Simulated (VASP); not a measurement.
# Pb in VASP: relaxation of the atoms with PBE

Aim: the relaxation of the atoms of Pb with PBE.

Program: VASP 6.6.1. These are calculated values, not measurements. Logs are shortened: lines on timing, memory, paths and dates and some standing lists are left out, and cuts for length are marked.

### 1 The cell of the first run

The cell holds a slab with vacuum, 4 atoms: a = 3.493 Å, b = 3.493 Å, c = 23.556 Å, α = 90.00°, β = 90.00°, γ = 120.00°.

### 2 Relaxation of the atoms, PBE

The input, INCAR:

```
ALGO = Normal
EDIFF = 1E-7
EDIFFG = -0.01
ENCUT = 520
GGA = PE
IBRION = 2
ISIF = 2
ISMEAR = -1
LASPH = T
LCHARG = F
LREAL = F
LWAVE = F
NELM = 80
NSW = 80
PREC = Accurate
SIGMA = 0.05
```

The input, KPOINTS:

```
k-points
0
Gamma
  9 9 1
```

The input, POSCAR:

```
Pb
1.0
    3.4928246563      0.0000000000      0.0000000000
   -1.7464123282      3.0248748834      0.0000000000
    0.0000000000      0.0000000000     23.5556381691
Pb
4
Direct
    0.6666666667      0.3333333333      0.3183951097
    0.3333333333      0.6666666667      0.4394650366
    0.0000000000      0.0000000000      0.5605349634
    0.6666666667      0.3333333333      0.6816048903
```

Potentials or basis: VASP PAW PBE potentials, release 64 (Pb_d).

Launch:

```bash
$ cat potpaw_PBE.64/Pb_d/POTCAR > POTCAR
$ mpirun -np 1 vasp_std > vasp.out
```

OUTCAR:

```text
EDIFF = 1E-7
   EDIFFG = -0.01
   ENCUT = 520
   GGA = PE
   IBRION = 2
   ISIF = 2
   ISMEAR = -1
   LASPH = T
   LREAL = F
   NELM = 80
   NSW = 80
   PREC = Accurate

 ion  position               nearest neighbor table
   1  0.667  0.333  0.318-   2 3.49   2 3.49   2 3.49
   2  0.333  0.667  0.439-   3 3.49   3 3.49   3 3.49   1 3.49   1 3.49   1 3.49
   3  0.000  0.000  0.561-   2 3.49   2 3.49   2 3.49   4 3.49   4 3.49   4 3.49
   4  0.667  0.333  0.682-   3 3.49   3 3.49   3 3.49

  LATTYP: Found a hexagonal cell.
 ALAT       =     3.4928246563
 C/A-ratio  =     6.7440082131

  Lattice vectors:

 A1 = (   3.4928246563,   0.0000000000,   0.0000000000)
 A2 = (  -1.7464123282,   3.0248748834,   0.0000000000)
 A3 = (   0.0000000000,   0.0000000000,  23.5556381691)

Analysis of symmetry for initial positions (statically):
=====================================================================
 Subroutine PRICEL returns:
 Original cell was already a primitive cell.

 Routine SETGRP: Setting up the symmetry group for a
 hexagonal supercell.

 Subroutine GETGRP returns: Found 12 space group operations
 (whereof  6 operations were pure point group operations)
 out of a pool of 24 trial point group operations.

The static configuration has the point symmetry C_3v.
 The point group associated with its full space group is D_3d.

Analysis of symmetry for dynamics (positions and initial velocities):
=====================================================================
 Subroutine PRICEL returns:
 Original cell was already a primitive cell.

 Routine SETGRP: Setting up the symmetry group for a
 hexagonal supercell.

 Subroutine GETGRP returns: Found 12 space group operations
 (whereof  6 operations were pure point group operations)
 out of a pool of 24 trial point group operations.

The dynamic configuration has the point symmetry C_3v.
 The point group associated with its full space group is D_3d.

 Subroutine INISYM returns: Found 12 space group operations
 (whereof  6 operations are pure point group operations),
 and found     1 'primitive' translations

----------------------------------------------------------------------------------------

                                     Primitive cell

  volume of cell :     248.8737

  direct lattice vectors                    reciprocal lattice vectors
[... 64 lines left out ...]
   dimension x,y,z NGXF=    56 NGYF=   56 NGZF=  360
   ions per type =               4
   NGX,Y,Z   is equivalent  to a cutoff of  13.33, 13.33, 12.70 a.u.
   NGXF,Y,Z  is equivalent  to a cutoff of  26.65, 26.65, 25.41 a.u.
 SYSTEM =  unknown system
   PREC   = accura    normal or accurate (medium, high low for compatibility)
   ISTART =      0    job   : 0-new  1-cont  2-samecut
   ICHARG =      2    charge: 1-file 2-atom 10-const
   ISPIN  =      1    spin polarized calculation?
   LNONCOLLINEAR =      F non collinear calculations
   LSORBIT =      F    spin-orbit coupling
   LASPH  =      T    aspherical Exc in radial PAW
   ENCUT  =  520.0 eV  38.22 Ry    6.18 a.u.   6.49  6.49 43.80*2*pi/ulx,y,z
   NELM   =     80;   NELMIN=  2; NELMDL= -5     # of ELM steps
   EDIFF  = 0.1E-06   stopping-criterion for ELM
   LREAL  =      F    real-space projection
   EDIFFG = -.1E-01   stopping-criterion for IOM
   NSW    =     80    number of steps for IOM
   IBRION =      2    ionic relax: 0-MD 1-quasi-New 2-CG
   NFREE  =      1    steps in history (QN), initial steepest desc. (CG)
   ISIF   =      2    stress and relaxation
   ISYM   =      2    0-nonsym 1-usesym 2-fastsym
   POTIM  = 0.5000    time-step for ionic-motion
   TEBEG  =    0.0;   TEEND  =   0.0 temperature during run
   PSTRESS=    0.0 pullay stress
   NELECT =      56.0000    total number of electrons
   NUPDOWN=      -1.0000    fix difference up-down
   EMIN   =  10.00;   EMAX   =-10.00  energy-range for DOS
   EFERMI =   0.00;   METHOD = LEGACY
   ISMEAR =    -1;   SIGMA  =   0.05  broadening in eV -4-tet -1-fermi 0-gaus
   EFERMI_NEDOS =   21; number of points for ismear=-14 and -15
   IALGO  =     38    algorithm
   IMIX   =      4    mixing-type and parameters
     AMIX     =   0.40;   BMIX     =  1.00
     AMIX_MAG =   1.60;   BMIX_MAG =  1.00
  volume/ion in A,a.u.               =      62.22       419.87
  Fermi-wavevector in a.u.,A,eV,Ry     =   0.995737  1.881669 13.490060  0.991491
  Thomas-Fermi vector in A             =   2.127777
   LORBIT       =      0    0 simple, 1 ext, 2 COOP (PROOUT), +10 PAW based schemes
   GGA     = PE    functional components
   LHFCALC =     F    Hartree Fock is set to
   AEXX    =    0.0000 exact exchange contribution
   IVDW    =     0    specifies the selected vdW correction
   LEPSILON=     F    determine dielectric tensor
   LRPA    =     F    only Hartree local field effects (RPA)
 conjugate gradient relaxation of ions
 non-spin polarized calculation
  energy-cutoff  :      520.00
  volume of cell :      248.87
 maximum number of plane-waves:      6771
 NGX is ok and might be reduce to    28
   NGX = 13   NGY = 13   NGZ = 87

--------------------------------------- Ionic step        1  -------------------------------------------

 number of electron      56.0000000 magnetization

 Free energy of the ion-electron system (eV)
  ---------------------------------------------------
  ext. energy  EPLUGINS =         0.00000000
  ---------------------------------------------------
  free energy    TOTEN  =       -13.92644671 eV

  energy without entropy =      -13.90885255  energy(sigma->0) =      -13.91764963

------------------------ aborting loop because EDIFF is reached ----------------------------------------

  FORCE on cell =-STRESS in cart. coord.  units (eV):
  Direction    XX          YY          ZZ          XY          YZ          ZX
  --------------------------------------------------------------------------------------
  -------------------------------------------------------------------------------------
  Total        0.5515161      0.5515161      0.2636245     -0.0000000      0.0000000      0.0000000
  in kB        3.5505018      3.5505018      1.6971387     -0.0000000      0.0000000      0.0000000
  external PRESSURE =       2.9327141 kB  Pullay stress =       0.0000000 kB
[... 253 lines left out ...]
--------------------------------------- Ionic step        8  -------------------------------------------

 number of electron      56.0000002 magnetization

 Free energy of the ion-electron system (eV)
  ---------------------------------------------------
  ext. energy  EPLUGINS =         0.00000000
  ---------------------------------------------------
  free energy    TOTEN  =       -13.95449813 eV

  energy without entropy =      -13.93857720  energy(sigma->0) =      -13.94653767

 E-fermi :   1.5628     XC(G=0):  -5.6140

 val. band max:        1.4837612378   @ k =   0.3333   0.2222   0.0000
 cond. band min:       1.6408233558   @ k =   0.2222   0.1111   0.0000
 fundamental gap:      0.1570621179
 Fermi energy:         1.5628400743

 k-point     1 :       0.0000    0.0000    0.0000
  band No.  band energies     occupation
      1     -15.4762      2.00000
      2     -15.4754      2.00000
      3     -15.4296      2.00000
      4     -15.4296      2.00000
      5     -15.4282      2.00000
      6     -15.4282      2.00000
[... 452 lines left out ...]
  FREE ENERGIE OF THE ION-ELECTRON SYSTEM (eV)
  ---------------------------------------------------
  free  energy   TOTEN  =       -13.9544981345 eV

  energy  without entropy=      -13.9385772029  energy(sigma->0) =      -13.94653767

 reached required accuracy - stopping structural energy minimisation
```

OSZICAR:

```text
N       E                     dE             d eps       ncg     rms          rms(c)
DAV:   1     0.641418705997E+03    0.64142E+03   -0.26599E+04   816   0.165E+03
DAV:   2     0.485607233757E+02   -0.59286E+03   -0.58868E+03   814   0.466E+02
DAV:   3    -0.112651970064E+02   -0.59826E+02   -0.59447E+02   971   0.196E+02
[... 103 lines left out ...]
DAV:   4    -0.139544970987E+02    0.43773E-05   -0.16998E-05  1106   0.457E-02    0.136E-02
DAV:   5    -0.139544968726E+02    0.22615E-06   -0.69951E-06   935   0.468E-02    0.567E-03
DAV:   6    -0.139544984406E+02   -0.15680E-05   -0.55971E-06   897   0.305E-02    0.195E-03
DAV:   7    -0.139544981496E+02    0.29101E-06   -0.95090E-07   876   0.101E-02    0.662E-04
DAV:   8    -0.139544981345E+02    0.15036E-07   -0.63702E-08   466   0.286E-03
   8 F= -.13954498E+02 E0= -.13946538E+02  d E =-.195276E-03
```

Run time: 11 min. Hardware: 1 thread of Intel Xeon Platinum 8259CL at 2.50GHz (Skylake/Cascade Lake), shared host; peak memory 0.41 GiB.

Results:

```yaml
Free_energy: -13.9545 eV
Energy_gained_by_relaxing: 7.0 meV/atom
Ionic_steps: 8
Band_gap_on_the_k_mesh: zero (bands 28 and 29 overlap by 4.48 eV)
```

Forces in eV/Å, atoms in the order of the input:
```
Pb   0.000  0.000  0.001
Pb   0.000  0.000 -0.002
Pb   0.000  0.000  0.002
Pb   0.000  0.000 -0.001
```

Step by step:
```csv
step,energy change (eV),largest force (eV/Å),pressure (GPa)
1,0.0000,0.3070,0.29
2,-0.0086,0.2482,0.30
3,-0.0228,0.0691,0.36
4,-0.0237,0.0692,0.39
5,-0.0245,0.0606,0.37
6,-0.0264,0.0358,0.30
7,-0.0279,0.0246,0.17
8,-0.0281,0.0023,0.17
```

Final structure:
```
Pb
1.0
     3.49282    0.00000    0.00000
    -1.74641    3.02487    0.00000
     0.00000    0.00000   23.55564
Pb
4
Direct
  0.66667 0.33333 0.31660
  0.33333 0.66667 0.43494
  0.00000 0.00000 0.56506
  0.66667 0.33333 0.68340
```

Caveat: there is no dipole correction, which matters where the two faces differ; spin-orbit coupling is left out, which moves the levels of the heavy elements.

The gap in the log of VASP goes by the Fermi energy; the results here count the filled bands.